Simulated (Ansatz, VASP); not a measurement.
# One calculation of CO2, two programs

The input INCAR:

```
PREC = Accurate
ENCUT = 520
EDIFF = 1E-6
ISMEAR = 0
SIGMA = 0.05
LREAL = F
LASPH = T
NELM = 80
ALGO = Normal
ISIF = 2
LWAVE = F
LCHARG = T
GGA = PE
LELF = T
LVHAR = T
NBANDS = 44
```

File KPOINTS:

```
Automatic mesh
0
Gamma
  4 4 4
```

File POSCAR:

```
CO2
1.0
    6.0407434404      0.0000000000      0.0000000000
    0.0000000000      6.0407434404      0.0000000000
    0.0000000000      0.0000000000      5.8969737466
C O
4 8
Direct
    0.0000000000      0.0000000000      0.0000000000
    0.5000000000      0.0000000000      0.5000000000
    0.5000000000      0.5000000000      0.0000000000
    0.0000000000      0.5000000000      0.5000000000
    0.1114834447      0.1114834447      0.1114834447
    0.3885165553      0.8885165553      0.6114834447
    0.6114834447      0.3885165553      0.8885165553
    0.8885165553      0.6114834447      0.3885165553
    0.8885165553      0.8885165553      0.8885165553
    0.6114834447      0.1114834447      0.3885165553
    0.3885165553      0.6114834447      0.1114834447
    0.1114834447      0.3885165553      0.6114834447
```

Input for Ansatz:

```yaml
crystal:
  lattice:
    - [6.0407434404, 0.0, 0.0]
    - [0.0, 6.0407434404, 0.0]
    - [0.0, 0.0, 5.8969737466]
  atoms:
    - { symbol: C, position: [0.0, 0.0, 0.0] }
    - { symbol: C, position: [0.5, 0.0, 0.5] }
    - { symbol: C, position: [0.5, 0.5, 0.0] }
    - { symbol: C, position: [0.0, 0.5, 0.5] }
    - { symbol: O, position: [0.1114834447, 0.1114834447, 0.1114834447] }
    - { symbol: O, position: [0.3885165553, 0.8885165553, 0.6114834447] }
    - { symbol: O, position: [0.6114834447, 0.3885165553, 0.8885165553] }
    - { symbol: O, position: [0.8885165553, 0.6114834447, 0.3885165553] }
    - { symbol: O, position: [0.8885165553, 0.8885165553, 0.8885165553] }
    - { symbol: O, position: [0.6114834447, 0.1114834447, 0.3885165553] }
    - { symbol: O, position: [0.3885165553, 0.6114834447, 0.1114834447] }
    - { symbol: O, position: [0.1114834447, 0.3885165553, 0.6114834447] }
basis:
  ecutwfc: 520.0
kpoints:
  mp_grid: { grid: [4, 4, 4] }
hamiltonian:
  xc: pbe
scf:
  occupations: { method: gaussian, width: 0.05 }
output:
  forces: true
  stress: true
  eigenvalues: true
```

Alike in both runs: task single point; functional PBE; k mesh 4 × 4 × 4; occupations gaussian, width 0.05 eV; no spin polarisation.

|  | VASP | Ansatz |
| --- | --- | --- |
| version | VASP 6.6.1 | Ansatz 0.2.0 |
| potentials or method | VASP PAW PBE potentials, release 64 (C, O), cutoff 520 eV | scalar-relativistic, plane waves, PAW |
| valence electrons in the cell | 64 | 64 |

|  | VASP | Ansatz | Ansatz less VASP |
| --- | --- | --- | --- |
| gap on the k mesh at the Fermi level (eV) | 6.71 | 6.72 | +0.014 |
| least direct gap on the mesh (eV) | 6.71 | 6.72 | +0.014 |
| pressure (GPa) | 4.5 | 3.1 | -1.36 |
| traceless stress, the component that is largest in VASP (GPa) | -0.09 | -0.04 | +0.048 |
| rms of the force components (eV/Å) | 0.950 | 0.621 | -0.3290 |

Atom by atom the forces differ by 0.329 eV/Å (rms over components). The functional is the same, so the differences come from potentials, cutoffs and numerics.

Noted on VASP's run: the standard files for N, O and F lose accuracy on very short bonds.
